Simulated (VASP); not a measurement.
Input of a VASP 6.6.1 run:

Contents of INCAR:

```
SYSTEM = Mo
  ALGO = Normal
  EDIFF = 1E-6
  ENCUT = 520
  GGA = PS
  ISIF = 2
  ISMEAR = -1
  LASPH = .True.
  LCHARG = .False.
  LREAL = .False.
  LWAVE = .False.
  NBANDS = 13
  NELM = 100
  PREC = Accurate
  SIGMA = 0.1
```

File KPOINTS:

```
k-points
0
Gamma
  14 14 14
  0 0 0
```

Contents of POSCAR:

```
Mo
1.0
    2.5040974805      0.0000000000      0.0000000000
    0.0000000000      2.5040974805      0.0000000000
    0.0000000000      0.0000000000      2.5040974805
Mo
1
Direct
    0.0000000000      0.0000000000      0.0000000000
```

Potentials or basis: VASP PAW PBE potentials, release 64 (Mo_sv).

Launch:

```console
$ cat potpaw_PBE.64/Mo_sv/POTCAR > POTCAR
$ mpirun -np 1 vasp_std > vasp.out
```

Question: Estimate the band gap on the k mesh.

Answer: Zero (band 7 reaches 13.97 eV, above the bottom of band 8 at 11.40 eV).

Question: Predict the pressure.

Answer: 19.7 GPa.

Caveat: the PAW data sets were made with another functional, which shifts forces and pressure a little.
